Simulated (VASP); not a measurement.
# Ge (Fd-3m) in VASP: a series of runs

The runs below take Ge through single point, with LDA.

Everything below comes from runs of VASP 6.6.1. Logs are shortened: lines on timing, memory, paths and dates and some standing lists are left out, and cuts for length are marked.

### 1 The cell of the first run

The structure is cubic, space group Fd-3m (No. 227). The conventional cell has a = 5.581 Å, b = 5.581 Å, c = 5.581 Å, α = 90.00°, β = 90.00°, γ = 90.00°. Within 3.2 Å of Ge (site symmetry -43m) lie 4 Ge at 2.42 Å.

### 2 Single point, LDA (volume scaled by 0.96)

INCAR

```
ALGO     = Normal         # electronic algorithm
EDIFF    = 1E-6           # SCF threshold, eV
ENCUT    = 520            # plane-wave cutoff, eV
ISIF     = 2              # what is computed and relaxed
ISMEAR   = -1             # smearing method
LASPH    = T              # aspherical terms in the spheres
LCHARG   = F              # write CHGCAR
LREAL    = F              # projectors in reciprocal space
LWAVE    = F              # write WAVECAR
NBANDS   = 21             # bands
NELM     = 60             # most SCF steps
PREC     = Accurate       # precision mode
SIGMA    = 0.05           # smearing width, eV
```

KPOINTS

```
k-points
0
Gamma
  10 10 10
```

POSCAR

```
Ge
1.0
    0.0000000000      2.7905386918      2.7905386918
    2.7905386918      0.0000000000      2.7905386918
    2.7905386918      2.7905386918      0.0000000000
Ge
2
Direct
    0.5000000000      0.5000000000      0.5000000000
    0.7500000000      0.7500000000      0.7500000000
```

Potentials or basis: VASP PAW LDA potentials, release 64 (Ge_d).

Started as:

```sh
> cat potpaw_LDA.64/Ge_d/POTCAR > POTCAR
> mpirun -np 1 vasp_std > vasp.out
```

OUTCAR:

```text
EDIFF = 1E-6
   ENCUT = 520
   ISIF = 2
   ISMEAR = -1
   LASPH = T
   LREAL = F
   NELM = 60
   PREC = Accurate

 ion  position               nearest neighbor table
   1  0.500  0.500  0.500-   2 2.42   2 2.42   2 2.42   2 2.42
   2  0.750  0.750  0.750-   1 2.42   1 2.42   1 2.42   1 2.42

  LATTYP: Found a face centered cubic cell.
 ALAT       =     5.5810773836

  Lattice vectors:

 A1 = (   0.0000000000,   2.7905386918,   2.7905386918)
 A2 = (   2.7905386918,   0.0000000000,   2.7905386918)
 A3 = (   2.7905386918,   2.7905386918,   0.0000000000)

Analysis of symmetry for initial positions (statically):
=====================================================================
 Subroutine PRICEL returns:
 Original cell was already a primitive cell.

 Routine SETGRP: Setting up the symmetry group for a
 face centered cubic supercell.

 Subroutine GETGRP returns: Found 48 space group operations
 (whereof 24 operations were pure point group operations)
 out of a pool of 48 trial point group operations.

The static configuration has the point symmetry T_d .
 The point group associated with its full space group is O_h .

Analysis of symmetry for dynamics (positions and initial velocities):
=====================================================================
 Subroutine PRICEL returns:
 Original cell was already a primitive cell.

 Routine SETGRP: Setting up the symmetry group for a
 face centered cubic supercell.

 Subroutine GETGRP returns: Found 48 space group operations
 (whereof 24 operations were pure point group operations)
 out of a pool of 48 trial point group operations.

The dynamic configuration has the point symmetry T_d .
 The point group associated with its full space group is O_h .

 Subroutine INISYM returns: Found 48 space group operations
 (whereof 24 operations are pure point group operations),
 and found     1 'primitive' translations

----------------------------------------------------------------------------------------

                                     Primitive cell

  volume of cell :      43.4604

  direct lattice vectors                    reciprocal lattice vectors
     0.000000000  2.790538692  2.790538692    -0.179176874  0.179176874  0.179176874
     2.790538692  0.000000000  2.790538692     0.179176874 -0.179176874  0.179176874
     2.790538692  2.790538692  0.000000000     0.179176874  0.179176874 -0.179176874

  length of vectors
     3.946417664  3.946417664  3.946417664     0.310343450  0.310343450  0.310343450

  position of ions in fractional coordinates (direct lattice)
[... 77 lines left out ...]
   ENCUT  =  520.0 eV  38.22 Ry    6.18 a.u.   7.34  7.34  7.34*2*pi/ulx,y,z
   NELM   =     60;   NELMIN=  2; NELMDL= -5     # of ELM steps
   EDIFF  = 0.1E-05   stopping-criterion for ELM
   LREAL  =      F    real-space projection
   EDIFFG = 0.1E-04   stopping-criterion for IOM
   NSW    =      0    number of steps for IOM
   IBRION =     -1    ionic relax: 0-MD 1-quasi-New 2-CG
   NFREE  =      0    steps in history (QN), initial steepest desc. (CG)
   ISIF   =      2    stress and relaxation
   ISYM   =      2    0-nonsym 1-usesym 2-fastsym
   POTIM  = 0.5000    time-step for ionic-motion
   TEBEG  =    0.0;   TEEND  =   0.0 temperature during run
   PSTRESS=    0.0 pullay stress
   NELECT =      28.0000    total number of electrons
   NUPDOWN=      -1.0000    fix difference up-down
   EMIN   =  10.00;   EMAX   =-10.00  energy-range for DOS
   EFERMI =   0.00;   METHOD = LEGACY
   ISMEAR =    -1;   SIGMA  =   0.05  broadening in eV -4-tet -1-fermi 0-gaus
   EFERMI_NEDOS =   21; number of points for ismear=-14 and -15
   IALGO  =     38    algorithm
   IMIX   =      4    mixing-type and parameters
     AMIX     =   0.40;   BMIX     =  1.00
     AMIX_MAG =   1.60;   BMIX_MAG =  1.00
  volume/ion in A,a.u.               =      21.73       146.64
  Fermi-wavevector in a.u.,A,eV,Ry     =   1.413935  2.671950 27.200935  1.999212
  Thomas-Fermi vector in A             =   2.535529
   LORBIT       =      0    0 simple, 1 ext, 2 COOP (PROOUT), +10 PAW based schemes
   GGA     = CA    functional components
   LHFCALC =     F    Hartree Fock is set to
   AEXX    =    0.0000 exact exchange contribution
   IVDW    =     0    specifies the selected vdW correction
   LEPSILON=     F    determine dielectric tensor
   LRPA    =     F    only Hartree local field effects (RPA)
 non-spin polarized calculation
  energy-cutoff  :      520.00
  volume of cell :       43.46
 maximum number of plane-waves:      1211
 NGX is ok and might be reduce to    30
   NGX = 15   NGY = 15   NGZ = 15

 number of electron      28.0000021 magnetization

 Free energy of the ion-electron system (eV)
  ---------------------------------------------------
  ext. energy  EPLUGINS =         0.00000000
  ---------------------------------------------------
  free energy    TOTEN  =       -10.38298804 eV

  energy without entropy =      -10.38260261  energy(sigma->0) =      -10.38279533

 E-fermi :   5.2110     XC(G=0): -10.4828

 val. band max:        5.1319966232   @ k =   0.0000   0.0000   0.0000
 cond. band min:       5.3264735692   @ k =   0.5000   0.0000   0.0000
 fundamental gap:      0.1944769459
 Fermi energy:         5.2109572810

 k-point     1 :       0.0000    0.0000    0.0000
  band No.  band energies     occupation
      1     -19.8706      2.00000
      2     -19.8706      2.00000
      3     -19.8706      2.00000
      4     -19.8305      2.00000
      5     -19.8305      2.00000
      6     -19.5967      2.00000
[... 565 lines left out ...]
     20      16.9149      0.00000
     21      17.1238      0.00000

 [... further k-points ...]

------------------------ aborting loop because EDIFF is reached ----------------------------------------

  FORCE on cell =-STRESS in cart. coord.  units (eV):
  Direction    XX          YY          ZZ          XY          YZ          ZX
  --------------------------------------------------------------------------------------
  -------------------------------------------------------------------------------------
  Total        0.5173469      0.5173469      0.5173469     -0.0000000     -0.0000000      0.0000000
  in kB       19.0720907     19.0720907     19.0720907     -0.0000000     -0.0000000      0.0000000
  external PRESSURE =      19.0720907 kB  Pullay stress =       0.0000000 kB

 VOLUME and BASIS-vectors are now :
 -----------------------------------------------------------------------------
  energy-cutoff  :      520.00
  volume of cell :       43.46
      direct lattice vectors                 reciprocal lattice vectors
     0.000000000  2.790538692  2.790538692    -0.179176874  0.179176874  0.179176874
     2.790538692  0.000000000  2.790538692     0.179176874 -0.179176874  0.179176874
     2.790538692  2.790538692  0.000000000     0.179176874  0.179176874 -0.179176874

 POSITION                                       TOTAL-FORCE (eV/Angst)
 -----------------------------------------------------------------------------------
      2.79054      2.79054      2.79054        -0.000000     -0.000000     -0.000000
      4.18581      4.18581      4.18581         0.000000      0.000000      0.000000
 -----------------------------------------------------------------------------------
    total drift:                                0.000000     -0.000000     -0.000000

  FREE ENERGIE OF THE ION-ELECTRON SYSTEM (eV)
  ---------------------------------------------------
  free  energy   TOTEN  =       -10.3829880415 eV

  energy  without entropy=      -10.3826026088  energy(sigma->0) =      -10.38279533
```

stdout:

```text
POSCAR found type information on POSCAR Ge
 POSCAR found :  1 types and       2 ions
 scaLAPACK will be used
 LDA part: xc-table for (Slater(with rela. corr.)+CA(PZ))
 , standard interpolation
 POSCAR, INCAR and KPOINTS ok, starting setup
 FFT: planning ... GRIDC
 FFT: planning ... GRID_SOFT
 FFT: planning ... GRID
 WAVECAR not read
 entering main loop
```

Wall time 14 s (1 thread of Intel Xeon 6975P-C (Granite Rapids), shared host); peak memory 0.16 GiB.

Results:

```
Free energy            : -10.3830 eV
Pressure               : 1.9 GPa
Band gap on the k mesh : 0.19 eV, indirect (least direct gap 0.23 eV)
```

Levels at points of the mesh, in eV from the valence-band top:
```csv
k point,band 10,band 11,band 12,band 13,band 14,band 15,band 16,band 17,band 18,band 19
"(0.00, 0.00, 0.00)",-24.71,-13.12,0.00,0.00,0.00,0.23,2.54,2.54,2.54,6.31
"(0.50, 0.00, 0.00)",-24.68,-10.93,-7.83,-1.47,-1.47,0.19,3.74,3.74,6.99,10.66
"(0.50, 0.50, 0.00)",-24.67,-9.08,-9.08,-3.22,-3.22,0.61,0.61,9.75,9.75,11.85
```

### 3 Single point, LDA (volume scaled by 0.98)

INCAR

```
SYSTEM = Ge
PREC = Accurate
ENCUT = 520
EDIFF = 1E-6
ISMEAR = -1
SIGMA = 0.05
LREAL = .FALSE.
LASPH = .TRUE.
NELM = 60
ALGO = Normal
ISIF = 2
LWAVE = .FALSE.
LCHARG = .FALSE.
NBANDS = 21
```

KPOINTS

```
regular mesh
0
G
  10 10 10
  0 0 0
```

POSCAR

```
Ge
1.0
    0.0000000000      2.8097843944      2.8097843944
    2.8097843944      0.0000000000      2.8097843944
    2.8097843944      2.8097843944      0.0000000000
Ge
2
Direct
    0.5000000000      0.5000000000      0.5000000000
    0.7500000000      0.7500000000      0.7500000000
```

Potentials or basis: VASP PAW LDA potentials, release 64 (Ge_d).

Started as:

```sh
> cat potpaw_LDA.64/Ge_d/POTCAR > POTCAR
> mpirun -np 1 vasp_std > vasp.out
```

Wall time 15 s (1 thread of Intel Xeon 6975P-C (Granite Rapids), shared host); peak memory 0.16 GiB.

The run converged. Its results:

| Property | Result |
| --- | --- |
| Free energy | -10.3888 eV |
| Pressure | 0.3 GPa |
| Band gap on the k mesh | 0.04 eV, direct |

Levels at points of the mesh, in eV from the valence-band top:
```tsv
k point	band 11	band 12	band 13	band 14	band 15	band 16	band 17	band 18
(0.00, 0.00, 0.00)	-12.96	0.00	0.00	0.00	0.04	2.54	2.54	2.54
(0.50, 0.00, 0.00)	-10.82	-7.73	-1.44	-1.44	0.13	3.73	3.73	6.98
(0.50, 0.50, 0.00)	-9.00	-9.00	-3.15	-3.15	0.64	0.64	9.58	9.58
```

 A k mesh can miss the band edges.

### 4 Single point, LDA (volume scaled by 1.02)

INCAR

```
SYSTEM = Ge
  PREC = Accurate
  ENCUT = 520
  EDIFF = 1E-6
  ISMEAR = -1
  SIGMA = 0.05
  LREAL = .False.
  LASPH = .True.
  NELM = 80
  ALGO = Normal
  ISIF = 2
  LWAVE = .False.
  LCHARG = .True.
  GGA = CA
  LELF = .True.
  LVHAR = .True.
  NBANDS = 21
```

KPOINTS

```
Automatic mesh
0
Gamma
  10 10 10
  0 0 0
```

POSCAR

```
Ge
1.0
    0.0000000000      2.8475041221      2.8475041221
    2.8475041221      0.0000000000      2.8475041221
    2.8475041221      2.8475041221      0.0000000000
Ge
2
Direct
    0.5000000000      0.5000000000      0.5000000000
    0.7500000000      0.7500000000      0.7500000000
```

Started as:

```sh
> cat potpaw_LDA.64/Ge_d/POTCAR > POTCAR
> mpirun -np 1 vasp_std > vasp.out
```

Wall time 17 s (1 thread of Intel Xeon 6975P-C (Granite Rapids), shared host); peak memory 0.16 GiB.

It converged, with:

```yaml
Free_energy: -10.3762 eV
Pressure: -2.4 GPa
Band_gap_on_the_k_mesh: zero (filled and empty bands touch)
```

Levels at points of the mesh, in eV from the Fermi level:
```tsv
k point	band 11	band 12	band 13	band 14	band 15	band 16	band 17	band 18
(0.00, 0.00, 0.00)	-12.62	-0.28	0.04	0.04	0.04	2.56	2.56	2.56
(0.50, 0.00, 0.00)	-10.58	-7.51	-1.33	-1.33	0.05	3.75	3.75	7.00
(0.50, 0.50, 0.00)	-8.81	-8.81	-2.97	-2.97	0.73	0.73	9.29	9.29
```

### 5 Single point, LDA (volume scaled by 1.04)

INCAR

```
SYSTEM = Ge
PREC     = Accurate       ! precision mode
ENCUT    = 520            ! plane-wave cutoff, eV
EDIFF    = 1E-6           ! SCF threshold, eV
ISMEAR   = -1             ! smearing method
SIGMA    = 0.05           ! smearing width, eV
LREAL    = .False.        ! projectors in reciprocal space
LASPH    = .True.         ! aspherical terms in the spheres
NELM     = 60             ! most SCF steps
ALGO     = Normal         ! electronic algorithm
ISIF     = 2              ! what is computed and relaxed
LWAVE    = .False.        ! write WAVECAR
LCHARG   = .True.         ! write CHGCAR
LELF     = .True.         ! ELF
LVHAR    = .True.       
NBANDS   = 21             ! bands
```

KPOINTS is that of step 4.

POSCAR

```
Ge
1.0
    0.0000000000      2.8659949267      2.8659949267
    2.8659949267      0.0000000000      2.8659949267
    2.8659949267      2.8659949267      0.0000000000
Ge
2
Direct
    0.5000000000      0.5000000000      0.5000000000
    0.7500000000      0.7500000000      0.7500000000
```

Potentials or basis: VASP PAW LDA potentials, release 64 (Ge_d).

Started as:

```sh
> cat potpaw_LDA.64/Ge_d/POTCAR > POTCAR
> mpirun -np 1 vasp_std > vasp.out
```

OUTCAR:

```text
SYSTEM = Ge
   PREC = Accurate
   ENCUT = 520
   EDIFF = 1E-6
   ISMEAR = -1
   LREAL = .False.
   LASPH = .True.
   NELM = 60
   ISIF = 2

 ion  position               nearest neighbor table
   1  0.500  0.500  0.500-   2 2.48   2 2.48   2 2.48   2 2.48
   2  0.750  0.750  0.750-   1 2.48   1 2.48   1 2.48   1 2.48

  LATTYP: Found a face centered cubic cell.
 ALAT       =     5.7319898534

  Lattice vectors:

 A1 = (   0.0000000000,   2.8659949267,   2.8659949267)
[... 762 lines left out ...]

------------------------ aborting loop because EDIFF is reached ----------------------------------------

  FORCE on cell =-STRESS in cart. coord.  units (eV):
  Direction    XX          YY          ZZ          XY          YZ          ZX
  --------------------------------------------------------------------------------------
  -------------------------------------------------------------------------------------
  Total       -1.0219533     -1.0219533     -1.0219533     -0.0000000     -0.0000000     -0.0000000
  in kB      -34.7764606    -34.7764606    -34.7764606     -0.0000000     -0.0000000     -0.0000000
  external PRESSURE =     -34.7764606 kB  Pullay stress =       0.0000000 kB

 VOLUME and BASIS-vectors are now :
 -----------------------------------------------------------------------------
  energy-cutoff  :      520.00
  volume of cell :       47.08
      direct lattice vectors                 reciprocal lattice vectors
     0.000000000  2.865994927  2.865994927    -0.174459485  0.174459485  0.174459485
     2.865994927  0.000000000  2.865994927     0.174459485 -0.174459485  0.174459485
     2.865994927  2.865994927  0.000000000     0.174459485  0.174459485 -0.174459485

 POSITION                                       TOTAL-FORCE (eV/Angst)
 -----------------------------------------------------------------------------------
      2.86599      2.86599      2.86599         0.000000      0.000000      0.000000
      4.29899      4.29899      4.29899        -0.000000     -0.000000     -0.000000
 -----------------------------------------------------------------------------------
    total drift:                                0.000000     -0.000000     -0.000000

  FREE ENERGIE OF THE ION-ELECTRON SYSTEM (eV)
  ---------------------------------------------------
  free  energy   TOTEN  =       -10.3595700668 eV

  energy  without entropy=      -10.3583507835  energy(sigma->0) =      -10.35896043
```

stdout:

```text
POSCAR found type information on POSCAR Ge
 POSCAR found :  1 types and       2 ions
 scaLAPACK will be used
 LDA part: xc-table for (Slater(with rela. corr.)+CA(PZ))
 , standard interpolation
 POSCAR, INCAR and KPOINTS ok, starting setup
 FFT: planning ... GRIDC
 FFT: planning ... GRID_SOFT
 FFT: planning ... GRID
 WAVECAR not read
 entering main loop
```

Run time: 16 s. Hardware: 1 thread of Intel Xeon 6975P-C (Granite Rapids), shared host; peak memory 0.16 GiB.

Results:

```yaml
Free_energy: -10.3596 eV
Pressure: -3.5 GPa
Band_gap_on_the_k_mesh: zero (band 14 reaches 4.35 eV, above the bottom of band 15 at 4.30 eV)
```

Levels at points of the mesh, in eV from the Fermi level:
| k point | band 10 | band 11 | band 12 | band 13 | band 14 | band 15 | band 16 | band 17 | band 18 | band 19 |
| --- | --- | --- | --- | --- | --- | --- | --- | --- | --- | --- |
| (0.00, 0.00, 0.00) | -24.59 | -12.44 | -0.42 | 0.07 | 0.07 | 0.07 | 2.58 | 2.58 | 2.58 | 6.18 |
| (0.50, 0.00, 0.00) | -24.56 | -10.45 | -7.40 | -1.28 | -1.28 | 0.02 | 3.76 | 3.76 | 7.01 | 10.21 |
| (0.50, 0.50, 0.00) | -24.55 | -8.71 | -8.71 | -2.87 | -2.87 | 0.78 | 0.78 | 9.16 | 9.16 | 11.12 |

(Continued in part 2 of 2.)
